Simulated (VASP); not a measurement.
# HfSiO4 (I4_1/amd) in VASP: further runs, part 2 of 3

VASP 6.6.1.

### Step 3. Single point, r2SCAN (epitaxial xy strain +2.0%)

Contents of POSCAR:

```
HfSiO4
1.0
   -3.3566396157      3.3566396157      2.9517128910
    3.3566396157     -3.3566396157      2.9517128910
    3.3566396157      3.3566396157     -2.9517128910
Hf Si O
2 2 8
Direct
    0.0000000000      0.0000000000      0.0000000000
    0.7500000000      0.2500000000      0.5000000000
    0.2500000000      0.7500000000      0.5000000000
    0.5000000000      0.5000000000      0.0000000000
    0.1357418088      0.3185674018      0.8171744070
    0.0685674018      0.7513929948      0.6828255930
    0.0685674018      0.3857418088      0.3171744070
    0.5013929948      0.3185674018      0.1828255930
    0.6814325982      0.4986070052      0.8171744070
    0.6142581912      0.9314325982      0.6828255930
    0.2486070052      0.9314325982      0.3171744070
    0.6814325982      0.8642581912      0.1828255930
```

Contents of INCAR.step1:

```
SYSTEM = HfSiO4
PREC = Accurate ; ENCUT = 520
ISMEAR = 0 ; SIGMA = 0.01
LREAL = .FALSE. ; LASPH = .TRUE.
NELM = 100 ; NBANDS = 50
GGA = PE ; ALGO = Normal
EDIFF = 1E-4 ; LWAVE = .TRUE.
LCHARG = .FALSE.
```

Contents of INCAR.step2:

```
SYSTEM = HfSiO4
PREC = Accurate ; ENCUT = 520
EDIFF = 1E-7 ; ISMEAR = 0
SIGMA = 0.01 ; LREAL = .FALSE.
LASPH = .TRUE. ; NELM = 100
ALGO = Normal ; ISIF = 2
LWAVE = .FALSE. ; LCHARG = .TRUE.
METAGGA = R2SCAN ; LMIXTAU = .TRUE.
LELF = .TRUE. ; LVHAR = .TRUE.
NBANDS = 50 ; ISTART = 1
```

Contents of KPOINTS:

```
regular mesh
0
G
  6 6 6
  0 0 0
```

Potentials or basis: VASP PAW PBE potentials, release 64 (Hf_pv, Si, O).

Launch:

```console
cat potpaw_PBE.64/Hf_pv/POTCAR potpaw_PBE.64/Si/POTCAR potpaw_PBE.64/O/POTCAR > POTCAR
cp INCAR.step1 INCAR
mpirun -np 1 vasp_std > vasp.out
cp INCAR.step2 INCAR
mpirun -np 1 vasp_std > vasp.out
```

OUTCAR:

```text
SYSTEM = HfSiO4
   PREC = Accurate
   ENCUT = 520
   EDIFF = 1E-7
   ISMEAR = 0
   LREAL = .FALSE.
   LASPH = .TRUE.
   NELM = 100
   ISIF = 2
   METAGGA = R2SCAN
   ISTART = 1

 ion  position               nearest neighbor table
   1  0.000  0.000  0.000-   7 2.17  10 2.17   6 2.17  11 2.17   5 2.25  12 2.25   8 2.25   9 2.25
                             4 2.95   4 2.95   2 3.67   2 3.67   2 3.67   2 3.67
   2  0.750  0.250  0.500-   5 2.17  12 2.17   9 2.17   8 2.17  10 2.25   7 2.25   6 2.25  11 2.25
                             3 2.95   3 2.95   1 3.67   1 3.67   1 3.67   1 3.67
   3  0.250  0.750  0.500-   6 1.63  11 1.63  10 1.63   7 1.63   2 2.95   2 2.95
   4  0.500  0.500  0.000-   8 1.63   9 1.63   5 1.63  12 1.63   1 2.95   1 2.95
   5  0.136  0.319  0.817-   4 1.63   2 2.17   1 2.25
   6  0.069  0.751  0.683-   3 1.63   1 2.17   2 2.25
   7  0.069  0.386  0.317-   3 1.63   1 2.17   2 2.25
   8  0.501  0.319  0.183-   4 1.63   2 2.17   1 2.25
   9  0.681  0.499  0.817-   4 1.63   2 2.17   1 2.25
  10  0.614  0.931  0.683-   3 1.63   1 2.17   2 2.25
  11  0.249  0.931  0.317-   3 1.63   1 2.17   2 2.25
  12  0.681  0.864  0.183-   4 1.63   2 2.17   1 2.25

  LATTYP: Found a body centered tetragonal cell.
 ALAT       =     6.7132792314
 C/A-ratio  =     0.8793654455

  Lattice vectors:

 A1 = (  -3.3566396157,   3.3566396157,   2.9517128910)
 A2 = (   3.3566396157,  -3.3566396157,   2.9517128910)
 A3 = (   3.3566396157,   3.3566396157,  -2.9517128910)

Analysis of symmetry for initial positions (statically):
=====================================================================
 Subroutine PRICEL returns:
 Original cell was already a primitive cell.

 Routine SETGRP: Setting up the symmetry group for a
 body centered tetragonal supercell.

 Subroutine GETGRP returns: Found 16 space group operations
 (whereof  8 operations were pure point group operations)
 out of a pool of 16 trial point group operations.

The static configuration has the point symmetry D_2d.
 The point group associated with its full space group is D_4h.

[... 158 lines left out ...]
   METAGGA = R2SCAN    functional components
   LHFCALC =     F    Hartree Fock is set to
   AEXX    =    0.0000 exact exchange contribution
   IVDW    =     0    specifies the selected vdW correction
   LEPSILON=     F    determine dielectric tensor
   LRPA    =     F    only Hartree local field effects (RPA)
 non-spin polarized calculation
 Gauss-broadening in eV      SIGMA  =   0.01
  energy-cutoff  :      520.00
  volume of cell :      133.03
 maximum number of plane-waves:      3605
 NGX is ok and might be reduce to    42
   NGX = 21   NGY = 21   NGZ = 21

 number of electron      76.0000019 magnetization

 Free energy of the ion-electron system (eV)
  ---------------------------------------------------
  ext. energy  EPLUGINS =         0.00000000
  ---------------------------------------------------
  free energy    TOTEN  =      -197.47004307 eV

  energy without entropy =     -197.47004307  energy(sigma->0) =     -197.47004307

 E-fermi :   2.6184     XC(G=0): -11.5392

 val. band max:        2.5726815290   @ k =  -0.1667  -0.1667   0.1667
 cond. band min:       8.3515418745   @ k =   0.3333   0.1667   0.1667
 fundamental gap:      5.7788603455
 Fermi energy:         2.6183664962

 k-point     1 :       0.0000    0.0000    0.0000
  band No.  band energies     occupation
      1     -27.8477      2.00000
      2     -27.8477      2.00000
      3     -27.8174      2.00000
      4     -27.8030      2.00000
      5     -27.6897      2.00000
      6     -27.6897      2.00000
[... 1261 lines left out ...]
     49      11.9215      0.00000
     50      13.0867      0.00000

 [... further k-points ...]
[... 5 lines left out ...]
  --------------------------------------------------------------------------------------
  -------------------------------------------------------------------------------------
  Total       -7.7212613     -7.7212613     -1.1446588      0.0000000      0.0000000      0.0000000
  in kB      -92.9940790    -92.9940790    -13.7861527      0.0000000      0.0000000      0.0000000
  external PRESSURE =     -66.5914369 kB  Pullay stress =       0.0000000 kB

 VOLUME and BASIS-vectors are now :
 -----------------------------------------------------------------------------
  energy-cutoff  :      520.00
  volume of cell :      133.03
      direct lattice vectors                 reciprocal lattice vectors
    -3.356639616  3.356639616  2.951712891     0.000000000  0.148958499  0.169393169
     3.356639616 -3.356639616  2.951712891     0.148958499  0.000000000  0.169393169
     3.356639616  3.356639616 -2.951712891     0.148958499  0.148958499  0.000000000

 POSITION                                       TOTAL-FORCE (eV/Angst)
 -----------------------------------------------------------------------------------
      0.00000      0.00000      0.00000         0.000000     -0.000000     -0.000000
      0.00000      3.35664      1.47586         0.000000     -0.000000     -0.000000
      3.35664      0.00000      1.47586         0.000000     -0.000000     -0.000000
      0.00000      0.00000      2.95171         0.000000     -0.000000     -0.000000
      3.35664      2.12928     -1.07107         0.000000     -0.129808     -0.154124
      4.58400      0.00000      0.40478         0.129808      0.000000     -0.154124
      2.12928      0.00000      0.40478        -0.129808     -0.000000     -0.154124
      0.00000      1.22736      1.88064         0.000000      0.129808     -0.154124
      2.12928      3.35664      1.07107        -0.129808     -0.000000      0.154124
      3.35664      1.22736      2.54693         0.000000      0.129808      0.154124
      3.35664     -1.22736      2.54693         0.000000     -0.129808      0.154124
      1.22736     -0.00000      4.02279         0.129808      0.000000      0.154124
 -----------------------------------------------------------------------------------
    total drift:                                0.000000      0.000000     -0.000000

  FREE ENERGIE OF THE ION-ELECTRON SYSTEM (eV)
  ---------------------------------------------------
  free  energy   TOTEN  =      -197.4700430684 eV

  energy  without entropy=     -197.4700430684  energy(sigma->0) =     -197.47004307
```

OUTCAR.step1:

```text
SYSTEM = HfSiO4
   PREC = Accurate
   ENCUT = 520
   ISMEAR = 0
   LREAL = .FALSE.
   LASPH = .TRUE.
[... 1538 lines left out ...]
      3.35664      1.22736      2.54693         0.000000      0.352984      0.312667
      3.35664     -1.22736      2.54693        -0.000000     -0.352984      0.312667
      1.22736     -0.00000      4.02279         0.352984      0.000000      0.312667
 -----------------------------------------------------------------------------------
    total drift:                                0.000000      0.000000     -0.000000

  FREE ENERGIE OF THE ION-ELECTRON SYSTEM (eV)
  ---------------------------------------------------
  free  energy   TOTEN  =      -108.5770542592 eV

  energy  without entropy=     -108.5770542592  energy(sigma->0) =     -108.57705426
```

Wall time 6.8 min (1 thread of Intel Xeon 6975P-C (Granite Rapids), shared host); peak memory 0.38 GiB.

What came out:

```
Free energy            : -197.4700 eV
Pressure               : -6.7 GPa
Largest force          : 0.202 eV/Å
Band gap on the k mesh : 5.78 eV, indirect (least direct gap 6.00 eV)
```

Forces on the atoms (eV/Å):
```
Hf   0.000  0.000  0.000
Hf   0.000  0.000  0.000
Si   0.000  0.000  0.000
Si   0.000  0.000  0.000
O    0.000 -0.130 -0.154
O    0.130  0.000 -0.154
O   -0.130  0.000 -0.154
O    0.000  0.130 -0.154
O   -0.130  0.000  0.154
O    0.000  0.130  0.154
O    0.000 -0.130  0.154
O    0.130  0.000  0.154
```

Caveat: the cell differs from its parent crystal (epitaxial xy strain +2.0%); the PAW data sets were made with another functional, which shifts forces and pressure a little; spin-orbit coupling is left out, which moves the levels of the heavy elements.

### Step 4. Single point, r2SCAN (epitaxial xy strain +3.0%)

Contents of POSCAR:

```
HfSiO4
1.0
   -3.3895478473      3.3895478473      2.9365843751
    3.3895478473     -3.3895478473      2.9365843751
    3.3895478473      3.3895478473     -2.9365843751
Hf Si O
2 2 8
Direct
    0.0000000000      0.0000000000      0.0000000000
    0.7500000000      0.2500000000      0.5000000000
    0.2500000000      0.7500000000      0.5000000000
    0.5000000000      0.5000000000      0.0000000000
    0.1361174793      0.3178662437      0.8182512356
    0.0678662437      0.7496150081      0.6817487644
    0.0678662437      0.3861174793      0.3182512356
    0.4996150081      0.3178662437      0.1817487644
    0.6821337563      0.5003849919      0.8182512356
    0.6138825207      0.9321337563      0.6817487644
    0.2503849919      0.9321337563      0.3182512356
    0.6821337563      0.8638825207      0.1817487644
```

Contents of INCAR.step1:

```
PREC     = Accurate       # precision mode
ENCUT    = 520            # plane-wave cutoff, eV
ISMEAR   = 0              # smearing method
SIGMA    = 0.01           # smearing width, eV
LREAL    = False          # projectors in reciprocal space
LASPH    = True           # aspherical terms in the spheres
NELM     = 60             # most SCF steps
NBANDS   = 50             # bands
GGA      = PE             # functional
ALGO     = Normal         # electronic algorithm
EDIFF    = 1E-4           # SCF threshold, eV
LWAVE    = True           # write WAVECAR
LCHARG   = False          # write CHGCAR
```

Contents of INCAR.step2:

```
PREC     = Accurate       # precision mode
ENCUT    = 520            # plane-wave cutoff, eV
EDIFF    = 1E-6           # SCF threshold, eV
ISMEAR   = 0              # smearing method
SIGMA    = 0.01           # smearing width, eV
LREAL    = False          # projectors in reciprocal space
LASPH    = True           # aspherical terms in the spheres
NELM     = 60             # most SCF steps
ALGO     = Normal         # electronic algorithm
ISIF     = 2              # what is computed and relaxed
LWAVE    = False          # write WAVECAR
LCHARG   = False          # write CHGCAR
METAGGA  = R2SCAN         # meta-GGA
LMIXTAU  = True         
NBANDS   = 50             # bands
ISTART   = 1
```

Contents of KPOINTS:

```
regular mesh
0
Gamma
  6 6 6
```

Launch:

```console
cat potpaw_PBE.64/Hf_pv/POTCAR potpaw_PBE.64/Si/POTCAR potpaw_PBE.64/O/POTCAR > POTCAR
cp INCAR.step1 INCAR
mpirun -np 1 vasp_std > vasp.out
cp INCAR.step2 INCAR
mpirun -np 1 vasp_std > vasp.out
```

It took 23 min on 1 thread of Oxide Virtual Turin-like, shared host; peak memory 0.35 GiB.

Results (log left out):

| Property | Result |
| --- | --- |
| Free energy | -197.3011 eV |
| Pressure | -8.6 GPa |
| Largest force | 0.193 eV/Å |
| Band gap on the k mesh | 5.67 eV, indirect (least direct gap 5.85 eV) |

Forces in eV/Å, atoms in the order of the input:
```
Hf   0.000  0.000  0.000
Hf   0.000  0.000  0.000
Si   0.000  0.000  0.000
Si   0.000  0.000  0.000
O    0.000 -0.116 -0.154
O    0.116  0.000 -0.154
O   -0.116  0.000 -0.154
O    0.000  0.116 -0.154
O   -0.116  0.000  0.154
O    0.000  0.116  0.154
O    0.000 -0.116  0.154
O    0.116  0.000  0.154
```

Stress tensor (GPa, compression positive):
```
-12.25   0.00   0.00
  0.00 -12.25   0.00
  0.00   0.00  -1.38
```

Levels at points of the mesh, in eV from the valence-band top:
```
           k point  band 35  band 36  band 37  band 38  band 39  band 40  band 41  band 42
(0.00, 0.00, 0.00)    -0.70    -0.65    -0.54    -0.03     5.82     6.29     6.57     6.57
(0.50, 0.00, 0.00)    -1.07    -0.84    -0.37    -0.17     5.81     6.07     6.92     7.05
(0.50, 0.50, 0.00)    -0.88    -0.88    -0.59    -0.59     5.71     5.71     6.94     6.94
(0.50, 0.50, 0.50)    -1.06    -1.06    -0.98    -0.98     6.33     6.33     6.68     6.68
```

Caveat: the cell differs from its parent crystal (epitaxial xy strain +3.0%); the PAW data sets were made with another functional, which shifts forces and pressure a little; spin-orbit coupling is left out, which moves the levels of the heavy elements. A k mesh can miss the band edges.

### Step 5. Single point, r2SCAN (epitaxial xy strain -2.0%)

Contents of POSCAR:

```
HfSiO4
1.0
   -3.2250066896      3.2250066896      3.0268890638
    3.2250066896     -3.2250066896      3.0268890638
    3.2250066896      3.2250066896     -3.0268890638
Hf Si O
2 2 8
Direct
    0.0000000000      0.0000000000      0.0000000000
    0.7500000000      0.2500000000      0.5000000000
    0.2500000000      0.7500000000      0.5000000000
    0.5000000000      0.5000000000      0.0000000000
    0.1351740566      0.3211549413      0.8140191153
    0.0711549413      0.7571358259      0.6859808847
    0.0711549413      0.3851740566      0.3140191153
    0.5071358259      0.3211549413      0.1859808847
    0.6788450587      0.4928641741      0.8140191153
    0.6148259434      0.9288450587      0.6859808847
    0.2428641741      0.9288450587      0.3140191153
    0.6788450587      0.8648259434      0.1859808847
```

INCAR.step1, as its differences from that of step 4:

```diff
@@ -6,3 +6,3 @@
 LASPH    = True           # aspherical terms in the spheres
-NELM     = 60             # most SCF steps
+NELM     = 100            # most SCF steps
 NBANDS   = 50             # bands
```

INCAR.step2, as its differences from that of step 4:

```diff
@@ -7,3 +7,3 @@
 LASPH    = True           # aspherical terms in the spheres
-NELM     = 60             # most SCF steps
+NELM     = 100            # most SCF steps
 ALGO     = Normal         # electronic algorithm
```

KPOINTS is that of step 4.

Potentials or basis: VASP PAW PBE potentials, release 64 (Hf_pv, Si, O).

Launch:

```console
cat potpaw_PBE.64/Hf_pv/POTCAR potpaw_PBE.64/Si/POTCAR potpaw_PBE.64/O/POTCAR > POTCAR
cp INCAR.step1 INCAR
mpirun -np 1 vasp_std > vasp.out
cp INCAR.step2 INCAR
mpirun -np 1 vasp_std > vasp.out
```

OUTCAR:

```text
PREC = Accurate
   ENCUT = 520
   EDIFF = 1E-6
   ISMEAR = 0
   LREAL = False
   LASPH = True
   NELM = 100
   ISIF = 2
   METAGGA = R2SCAN
   ISTART = 1

 ion  position               nearest neighbor table
   1  0.000  0.000  0.000-   7 2.07  10 2.07   6 2.07  11 2.07   8 2.28   9 2.28  12 2.28   5 2.28
                             4 3.03   4 3.03   2 3.56   2 3.56   2 3.56   2 3.56
   2  0.750  0.250  0.500-   5 2.07  12 2.07   9 2.07   8 2.07   6 2.28  11 2.28   7 2.28  10 2.28
[... 1509 lines left out ...]

 VOLUME and BASIS-vectors are now :
 -----------------------------------------------------------------------------
  energy-cutoff  :      520.00
  volume of cell :      125.93
      direct lattice vectors                 reciprocal lattice vectors
    -3.225006690  3.225006690  3.026889064     0.000000000  0.155038438  0.165186100
     3.225006690 -3.225006690  3.026889064     0.155038438  0.000000000  0.165186100
     3.225006690  3.225006690 -3.026889064     0.155038438  0.155038438  0.000000000

 POSITION                                       TOTAL-FORCE (eV/Angst)
 -----------------------------------------------------------------------------------
      0.00000      0.00000      0.00000        -0.000000      0.000000     -0.000000
      0.00000      3.22501      1.51344        -0.000000      0.000000     -0.000000
      3.22501      0.00000      1.51344        -0.000000      0.000000     -0.000000
      0.00000      0.00000      3.02689        -0.000000      0.000000     -0.000000
      3.22501      2.02543     -1.08269         0.000000     -0.169179     -0.150375
      4.42459      0.00000      0.43076         0.169179      0.000000     -0.150375
      2.02543      0.00000      0.43076        -0.169179      0.000000     -0.150375
      0.00000      1.19958      1.94420        -0.000000      0.169179     -0.150375
      2.02543      3.22501      1.08269        -0.169179      0.000000      0.150375
      3.22501      1.19958      2.59613        -0.000000      0.169179      0.150375
      3.22501     -1.19958      2.59613        -0.000000     -0.169179      0.150375
      1.19958     -0.00000      4.10958         0.169179     -0.000000      0.150375
 -----------------------------------------------------------------------------------
    total drift:                               -0.000000      0.000000     -0.000000

  FREE ENERGIE OF THE ION-ELECTRON SYSTEM (eV)
  ---------------------------------------------------
  free  energy   TOTEN  =      -197.5464415936 eV

  energy  without entropy=     -197.5464415936  energy(sigma->0) =     -197.54644159
```

OUTCAR.step1:

```text
PREC = Accurate
   ENCUT = 520
   ISMEAR = 0
   LREAL = False
   LASPH = True
[... 1537 lines left out ...]
      2.02543      3.22501      1.08269        -0.339926      0.000000      0.308575
      3.22501      1.19958      2.59613        -0.000000      0.339926      0.308575
      3.22501     -1.19958      2.59613        -0.000000     -0.339926      0.308575
      1.19958     -0.00000      4.10958         0.339926      0.000000      0.308575
 -----------------------------------------------------------------------------------
    total drift:                               -0.000000      0.000000     -0.000000

  FREE ENERGIE OF THE ION-ELECTRON SYSTEM (eV)
  ---------------------------------------------------
  free  energy   TOTEN  =      -108.3967498307 eV

  energy  without entropy=     -108.3967498307  energy(sigma->0) =     -108.39674983
```

OSZICAR.step1:

```text
N       E                     dE             d eps       ncg     rms          rms(c)
DAV:   1     0.462117797831E+03    0.46212E+03   -0.42689E+04  3000   0.149E+03
DAV:   2    -0.959321010612E+02   -0.55805E+03   -0.53997E+03  3658   0.370E+02
DAV:   3    -0.125033334916E+03   -0.29101E+02   -0.28960E+02  3648   0.815E+01
DAV:   4    -0.125379486773E+03   -0.34615E+00   -0.34567E+00  3864   0.977E+00
DAV:   5    -0.125383718883E+03   -0.42321E-02   -0.42306E-02  3760   0.101E+00    0.771E+01
DAV:   6    -0.108443588541E+03    0.16940E+02   -0.66757E+01  3380   0.376E+01    0.617E+01
DAV:   7    -0.108412701787E+03    0.30887E-01   -0.31974E+00  3768   0.827E+00    0.414E+01
DAV:   8    -0.108436667863E+03   -0.23966E-01   -0.49190E-01  3676   0.414E+00    0.116E+01
DAV:   9    -0.108396393786E+03    0.40274E-01   -0.17266E-01  3450   0.212E+00    0.266E+00
DAV:  10    -0.108396818758E+03   -0.42497E-03   -0.85049E-03  3798   0.507E-01    0.324E-01
DAV:  11    -0.108396749831E+03    0.68927E-04   -0.78923E-04  3640   0.143E-01
   1 F= -.10839675E+03 E0= -.10839675E+03  d E =-.425749E-17
```

Run time: 15 min. Hardware: 1 thread of Oxide Virtual Turin-like, shared host; peak memory 0.34 GiB.

Results:

- Free energy: -197.5464 eV
- Pressure: 4.2 GPa
- Largest force: 0.226 eV/Å
- Band gap on the k mesh: 6.11 eV, indirect (least direct gap 6.58 eV)

Forces in eV/Å, atoms in the order of the input:
```
Hf   0.000  0.000  0.000
Hf   0.000  0.000  0.000
Si   0.000  0.000  0.000
Si   0.000  0.000  0.000
O    0.000 -0.169 -0.150
O    0.169  0.000 -0.150
O   -0.169  0.000 -0.150
O    0.000  0.169 -0.150
O   -0.169  0.000  0.150
O    0.000  0.169  0.150
O    0.000 -0.169  0.150
O    0.169  0.000  0.150
```

Levels at points of the mesh, in eV from the valence-band top:
```tsv
k point	band 35	band 36	band 37	band 38	band 39	band 40	band 41	band 42
(0.00, 0.00, 0.00)	-0.60	-0.51	-0.51	0.00	6.67	6.79	6.95	6.95
(0.50, 0.00, 0.00)	-0.88	-0.86	-0.36	-0.11	6.49	6.55	7.21	7.44
(0.50, 0.50, 0.00)	-0.98	-0.98	-0.63	-0.63	6.11	6.11	7.13	7.13
(0.50, 0.50, 0.50)	-1.24	-1.24	-0.81	-0.81	7.08	7.08	7.51	7.51
```

Caveat: the cell differs from its parent crystal (epitaxial xy strain -2.0%); the PAW data sets were made with another functional, which shifts forces and pressure a little; spin-orbit coupling is left out, which moves the levels of the heavy elements. A k mesh can miss the band edges.

[end of part 2 of 3]
